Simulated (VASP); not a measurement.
The system is Nb.

```
Nb
1.0
     1.81121    1.04570    3.35867
    -1.81121    1.04570    3.35867
     0.00000   -2.09140    3.35867
Nb
2
Direct
  0.22754 0.22754 0.22754
  0.77246 0.77246 0.77246
```

```yaml
Program: VASP 6.6.1
Task: relaxation of cell and atoms
Functional: PBE
Potentials_or_basis: VASP PAW PBE potentials, release 64 (Nb_sv)
Cutoff: 600 eV
k_mesh: 6 × 6 × 6
Occupations: gaussian, width 0.1 eV
Spin: no spin polarisation
```

At the start: pressure 12.0 GPa; volume 19.08 Å³/atom.

Question: Where does the relaxation end?

Answer: Over 14 steps the energy falls by 1219.5 meV/atom and the volume is 18.68 Å³/atom (-2.1 %); space group R-3m (No. 166, to 0.05 Å).

Step by step:
| step | energy change (eV) | largest force (eV/Å) | pressure (GPa) | volume (Å³) |
| --- | --- | --- | --- | --- |
| 1 | 0.0000 | 4.8163 | 11.98 | 38.17 |
| 2 | -1.0018 | 0.1079 | -16.77 | 46.59 |
| 3 | -1.1298 | 0.9037 | -12.97 | 44.50 |
| 4 | -1.6750 | 2.7106 | 3.18 | 38.36 |
| 5 | -1.7059 | 1.9892 | -1.70 | 39.45 |
| 6 | -2.2410 | 1.7246 | 10.42 | 35.58 |
| 7 | -2.2480 | 1.7164 | 9.12 | 35.83 |
| 8 | -2.3525 | 0.0632 | -9.85 | 40.02 |
| 9 | -2.4033 | 0.5464 | -3.95 | 38.38 |
| 10 | -2.4380 | 0.0806 | 0.99 | 37.15 |
| 11 | -2.4388 | 0.0068 | 0.27 | 37.30 |
| 12 | -2.4387 | 0.0052 | 0.35 | 37.28 |
| 13 | -2.4389 | 0.0439 | -0.08 | 37.39 |
| 14 | -2.4389 | 0.0354 | 0.00 | 37.36 |

Final structure:
```cif
data_structure
_symmetry_space_group_name_H-M 'P 1'
_symmetry_Int_Tables_number 1
_cell_length_a 4.6970
_cell_length_b 4.6970
_cell_length_c 4.6970
_cell_angle_alpha 39.274
_cell_angle_beta 39.274
_cell_angle_gamma 39.274
_cell_volume 37.36
loop_
_atom_site_label
_atom_site_type_symbol
_atom_site_fract_x
_atom_site_fract_y
_atom_site_fract_z
_atom_site_occupancy
Nb1 Nb 0.24984 0.24984 0.24984 1
Nb2 Nb 0.75016 0.75016 0.75016 1
```
